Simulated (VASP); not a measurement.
# La (Im-3m) in VASP: a series of runs

The runs below take La through single point, with PBEsol.

Everything below comes from runs of VASP 6.6.1. Logs are shortened: lines on timing, memory, paths and dates and some standing lists are left out, and cuts for length are marked.

## Step 1: The cell of the first run

The structure is cubic, space group Im-3m (No. 229). The conventional cell has a = 4.248 Å, b = 4.248 Å, c = 4.248 Å, α = 90.00°, β = 90.00°, γ = 90.00°. La (site symmetry m-3m) has 14 La at 3.68 to 4.25 Å within 4.8 Å.

## Step 2: Single point, PBEsol

INCAR

```
ALGO = Normal ; EDIFF = 1E-6
ENCUT = 520 ; GGA = PS
ISIF = 2 ; ISMEAR = 1
LASPH = T ; LCHARG = F
LREAL = F ; LWAVE = F
NBANDS = 12 ; NELM = 60
PREC = Accurate ; SIGMA = 0.1
```

KPOINTS

```
k-points
0
Gamma
  10 10 10
```

POSCAR

```
La
1.0
   -2.1238310000      2.1238310000      2.1238310000
    2.1238310000     -2.1238310000      2.1238310000
    2.1238310000      2.1238310000     -2.1238310000
La
1
Direct
    0.0000000000      0.0000000000      0.0000000000
```

Potentials or basis: VASP PAW PBE potentials, release 64 (La).

Started as:

```
$ cat potpaw_PBE.64/La/POTCAR > POTCAR
$ mpirun -np 1 vasp_std > vasp.out
```

OUTCAR:

```text
EDIFF = 1E-6
   ENCUT = 520
   GGA = PS
   ISIF = 2
   ISMEAR = 1
   LASPH = T
   LREAL = F
   NELM = 60
   PREC = Accurate

 ion  position               nearest neighbor table
   1  0.000  0.000  0.000-

  LATTYP: Found a body centered cubic cell.
 ALAT       =     4.2476620000

  Lattice vectors:

 A1 = (  -2.1238310000,   2.1238310000,   2.1238310000)
 A2 = (   2.1238310000,  -2.1238310000,   2.1238310000)
 A3 = (   2.1238310000,   2.1238310000,  -2.1238310000)

Analysis of symmetry for initial positions (statically):
=====================================================================
 Subroutine PRICEL returns:
 Original cell was already a primitive cell.

 Routine SETGRP: Setting up the symmetry group for a
 body centered cubic supercell.

 Subroutine GETGRP returns: Found 48 space group operations
 (whereof 48 operations were pure point group operations)
 out of a pool of 48 trial point group operations.

The static configuration has the point symmetry O_h .

Analysis of symmetry for dynamics (positions and initial velocities):
=====================================================================
 Subroutine PRICEL returns:
 Original cell was already a primitive cell.

 Routine SETGRP: Setting up the symmetry group for a
 body centered cubic supercell.

 Subroutine GETGRP returns: Found 48 space group operations
 (whereof 48 operations were pure point group operations)
 out of a pool of 48 trial point group operations.

The dynamic configuration has the point symmetry O_h .

 Subroutine INISYM returns: Found 48 space group operations
 (whereof 48 operations are pure point group operations),
 and found     1 'primitive' translations

----------------------------------------------------------------------------------------

                                     Primitive cell

  volume of cell :      38.3195

  direct lattice vectors                    reciprocal lattice vectors
    -2.123831000  2.123831000  2.123831000     0.000000000  0.235423628  0.235423628
     2.123831000 -2.123831000  2.123831000     0.235423628  0.000000000  0.235423628
     2.123831000  2.123831000 -2.123831000     0.235423628  0.235423628  0.000000000

  length of vectors
     3.678583199  3.678583199  3.678583199     0.332939288  0.332939288  0.332939288

  position of ions in fractional coordinates (direct lattice)
     0.000000000  0.000000000  0.000000000

  ion indices of the primitive-cell ions
   primitive index   ion index
                 1           1

----------------------------------------------------------------------------------------

 KPOINTS: k-points

Automatic generation of k-mesh.
 Grid dimensions read from file:
 generate k-points for:   10   10   10

 Generating k-lattice:

  Cartesian coordinates                     Fractional coordinates (reciprocal lattice)
     0.000000000  0.023542363  0.023542363     0.100000000  0.000000000  0.000000000
     0.023542363  0.000000000  0.023542363     0.000000000  0.100000000  0.000000000
     0.023542363  0.023542363  0.000000000     0.000000000  0.000000000  0.100000000

  Length of vectors
     0.033293929  0.033293929  0.033293929

  Shift w.r.t. Gamma in fractional coordinates (k-lattice)
     0.000000000  0.000000000  0.000000000

 Subroutine IBZKPT returns following result:
 ===========================================

 Found     47 irreducible k-points:

 Following reciprocal coordinates:
            Coordinates               Weight
  0.000000  0.000000  0.000000      1.000000
  0.100000  0.000000  0.000000     12.000000
  0.200000  0.000000  0.000000     12.000000
  0.300000  0.000000  0.000000     12.000000
  0.400000  0.000000  0.000000     12.000000
  0.500000  0.000000  0.000000      6.000000
[... 16 lines left out ...]
  0.300000  0.300000  0.100000      8.000000
 -0.300000  0.300000  0.100000     24.000000
 [... further k-points ...]
   k-points           NKPTS =     47   k-points in BZ     NKDIM =     47   number of bands    NBANDS=     12
   number of dos      NEDOS =    301   number of ions     NIONS =      1
   total plane-waves  NPLWV =  21952
   dimension x,y,z NGX =    28 NGY =   28 NGZ =   28
   dimension x,y,z NGXF=    56 NGYF=   56 NGZF=   56
   ions per type =               1
   NGX,Y,Z   is equivalent  to a cutoff of  12.65, 12.65, 12.65 a.u.
   NGXF,Y,Z  is equivalent  to a cutoff of  25.31, 25.31, 25.31 a.u.
 SYSTEM =  unknown system
   PREC   = accura    normal or accurate (medium, high low for compatibility)
   ISTART =      0    job   : 0-new  1-cont  2-samecut
   ICHARG =      2    charge: 1-file 2-atom 10-const
   ISPIN  =      1    spin polarized calculation?
   LNONCOLLINEAR =      F non collinear calculations
   LSORBIT =      F    spin-orbit coupling
   LASPH  =      T    aspherical Exc in radial PAW
   ENCUT  =  520.0 eV  38.22 Ry    6.18 a.u.   6.84  6.84  6.84*2*pi/ulx,y,z
   NELM   =     60;   NELMIN=  2; NELMDL= -5     # of ELM steps
   EDIFF  = 0.1E-05   stopping-criterion for ELM
   LREAL  =      F    real-space projection
   EDIFFG = 0.1E-04   stopping-criterion for IOM
   NSW    =      0    number of steps for IOM
   IBRION =     -1    ionic relax: 0-MD 1-quasi-New 2-CG
   NFREE  =      0    steps in history (QN), initial steepest desc. (CG)
   ISIF   =      2    stress and relaxation
   ISYM   =      2    0-nonsym 1-usesym 2-fastsym
   POTIM  = 0.5000    time-step for ionic-motion
   TEBEG  =    0.0;   TEEND  =   0.0 temperature during run
   PSTRESS=    0.0 pullay stress
   NELECT =      11.0000    total number of electrons
   NUPDOWN=      -1.0000    fix difference up-down
   EMIN   =  10.00;   EMAX   =-10.00  energy-range for DOS
   EFERMI =   0.00;   METHOD = LEGACY
   ISMEAR =     1;   SIGMA  =   0.10  broadening in eV -4-tet -1-fermi 0-gaus
   EFERMI_NEDOS =   21; number of points for ismear=-14 and -15
   IALGO  =     38    algorithm
   IMIX   =      4    mixing-type and parameters
     AMIX     =   0.40;   BMIX     =  1.00
     AMIX_MAG =   1.60;   BMIX_MAG =  1.00
  volume/ion in A,a.u.               =      38.32       258.59
  Fermi-wavevector in a.u.,A,eV,Ry     =   1.079939  2.040788 15.868034  1.166268
  Thomas-Fermi vector in A             =   2.215917
   LORBIT       =      0    0 simple, 1 ext, 2 COOP (PROOUT), +10 PAW based schemes
   GGA     = PS    functional components
   LHFCALC =     F    Hartree Fock is set to
   AEXX    =    0.0000 exact exchange contribution
   IVDW    =     0    specifies the selected vdW correction
   LEPSILON=     F    determine dielectric tensor
   LRPA    =     F    only Hartree local field effects (RPA)
 non-spin polarized calculation
 Methfessel and Paxton  Order N= 1 SIGMA  =   0.10
  energy-cutoff  :      520.00
  volume of cell :       38.32
 maximum number of plane-waves:      1055
   NGX = 13   NGY = 13   NGZ = 13

 number of electron      10.9999999 magnetization

 Free energy of the ion-electron system (eV)
  ---------------------------------------------------
  ext. energy  EPLUGINS =         0.00000000
  ---------------------------------------------------
  free energy    TOTEN  =        -5.17036168 eV

  energy without entropy =       -5.16506171  energy(sigma->0) =       -5.16859503

 E-fermi :   7.4423     XC(G=0):  -9.5567

 val. band max:        7.4415463386   @ k =   0.3000   0.2000   0.1000
 cond. band min:       7.4652354392   @ k =   0.2000   0.1000   0.1000
 fundamental gap:      0.0236891006
 Fermi energy:         7.4423357993

 k-point     1 :       0.0000    0.0000    0.0000
  band No.  band energies     occupation
      1     -25.4751      2.00000
      2      -8.4554      2.00000
      3      -8.4554      2.00000
      4      -8.4554      2.00000
      5       4.1703      2.00000
      6       8.8765     -0.00000
      7       8.8765     -0.00000
      8       8.8765     -0.00000
      9       8.9314     -0.00000
     10       8.9314     -0.00000
     11       8.9314     -0.00000
     12       9.6312      0.00000

 k-point     2 :       0.1000    0.0000    0.0000
  band No.  band energies     occupation
      1     -25.4578      2.00000
      2      -8.5924      2.00000
      3      -8.4956      2.00000
      4      -8.4569      2.00000
      5       4.4706      2.00000
      6       8.4917     -0.00000
      7       8.4953     -0.00000
      8       8.9209     -0.00000
      9       8.9820     -0.00000
     10       9.1856     -0.00000
     11       9.1972     -0.00000
     12       9.6318      0.00000

 k-point     3 :       0.2000    0.0000    0.0000
  band No.  band energies     occupation
      1     -25.4121      2.00000
      2      -8.9330      2.00000
      3      -8.5988      2.00000
      4      -8.4611      2.00000
      5       5.1938      2.00000
      6       8.0319     -0.00000
      7       8.0802     -0.00000
      8       8.9044     -0.00000
      9       9.1286     -0.00000
     10       9.2992     -0.00000
     11       9.3698     -0.00000
     12       9.5603      0.00000
[... 286 lines left out ...]
 k-point    23 :       0.3000    0.3000    0.1000
  band No.  band energies     occupation
      1     -25.2742      2.00000
      2      -9.2861      2.00000
      3      -9.2861      2.00000
      4      -8.7464      2.00000
      5       6.9510      2.00000
      6       8.0444     -0.00000
      7       8.0444     -0.00000
      8       9.1784     -0.00000
      9       9.3116     -0.00000
     10       9.3118     -0.00000
     11       9.5099      0.00000
     12       9.5178      0.00000

 k-point    24 :      -0.3000    0.3000    0.1000
  band No.  band energies     occupation
      1     -25.3407      2.00000
      2      -9.3057      2.00000
      3      -8.7673      2.00000
      4      -8.5625      2.00000
      5       6.0027      2.00000
      6       7.8453     -0.00000
      7       7.8661     -0.00000
      8       8.8464     -0.00000
      9       9.1572     -0.00000
     10       9.3009     -0.00000
     11       9.4796      0.00000
     12       9.5347      0.00000

 [... further k-points ...]
[... 5 lines left out ...]
  --------------------------------------------------------------------------------------
  -------------------------------------------------------------------------------------
  Total       -0.5980077     -0.5980077     -0.5980077     -0.0000000     -0.0000000      0.0000000
  in kB      -25.0033086    -25.0033086    -25.0033086     -0.0000000     -0.0000000      0.0000000
  external PRESSURE =     -25.0033086 kB  Pullay stress =       0.0000000 kB

 VOLUME and BASIS-vectors are now :
 -----------------------------------------------------------------------------
  energy-cutoff  :      520.00
  volume of cell :       38.32
      direct lattice vectors                 reciprocal lattice vectors
    -2.123831000  2.123831000  2.123831000     0.000000000  0.235423628  0.235423628
     2.123831000 -2.123831000  2.123831000     0.235423628  0.000000000  0.235423628
     2.123831000  2.123831000 -2.123831000     0.235423628  0.235423628  0.000000000

 POSITION                                       TOTAL-FORCE (eV/Angst)
 -----------------------------------------------------------------------------------
      0.00000      0.00000      0.00000        -0.000000      0.000000      0.000000
 -----------------------------------------------------------------------------------
    total drift:                                0.000000      0.000000     -0.000000

  FREE ENERGIE OF THE ION-ELECTRON SYSTEM (eV)
  ---------------------------------------------------
  free  energy   TOTEN  =        -5.1703616814 eV

  energy  without entropy=       -5.1650617131  energy(sigma->0) =       -5.16859503
```

Wall time 17 s (1 thread of Intel Xeon Platinum 8488C (Sapphire Rapids), shared host); peak memory 0.18 GiB.

Results:

```yaml
Free_energy: -5.1704 eV
Pressure: -2.5 GPa
```

Caveat: the PAW data sets were made with another functional, which shifts forces and pressure a little; spin-orbit coupling is left out, which moves the levels of the heavy elements.

## Step 3: Single point, PBEsol

INCAR

```
SYSTEM = La
PREC     = Accurate       ! precision mode
ENCUT    = 520            ! plane-wave cutoff, eV
EDIFF    = 1E-6           ! SCF threshold, eV
ISMEAR   = 1              ! smearing method
SIGMA    = 0.1            ! smearing width, eV
LREAL    = .FALSE.        ! projectors in reciprocal space
LASPH    = .TRUE.         ! aspherical terms in the spheres
NELM     = 80             ! most SCF steps
ALGO     = Normal         ! electronic algorithm
ISIF     = 2              ! what is computed and relaxed
LWAVE    = .FALSE.        ! write WAVECAR
LCHARG   = .FALSE.        ! write CHGCAR
GGA      = PS             ! functional
NBANDS   = 12             ! bands
```

KPOINTS

```
Automatic mesh
0
G
  10 10 10
  0 0 0
```

POSCAR is that of step 2.

Potentials or basis: VASP PAW PBE potentials, release 64 (La).

Started as:

```
$ cat potpaw_PBE.64/La/POTCAR > POTCAR
$ mpirun -np 1 vasp_std > vasp.out
```

It took 17 s on 1 thread of Intel Xeon Platinum 8488C (Sapphire Rapids), shared host; peak memory 0.18 GiB.

Results (log left out):

```
Free energy : -5.1704 eV
Pressure    : -2.5 GPa
```

Levels at points of the mesh, in eV from the Fermi level:
| k point | band 4 | band 5 | band 6 | band 7 | band 8 | band 9 |
| --- | --- | --- | --- | --- | --- | --- |
| (0.00, 0.00, 0.00) | -15.90 | -3.27 | 1.43 | 1.43 | 1.43 | 1.49 |
| (0.50, 0.00, 0.00) | -15.92 | -1.80 | -0.19 | 1.49 | 1.55 | 1.81 |
| (0.50, 0.50, 0.50) | -16.76 | -1.80 | -1.80 | 1.62 | 1.77 | 1.77 |

Caveat: the PAW data sets were made with another functional, which shifts forces and pressure a little; spin-orbit coupling is left out, which moves the levels of the heavy elements.
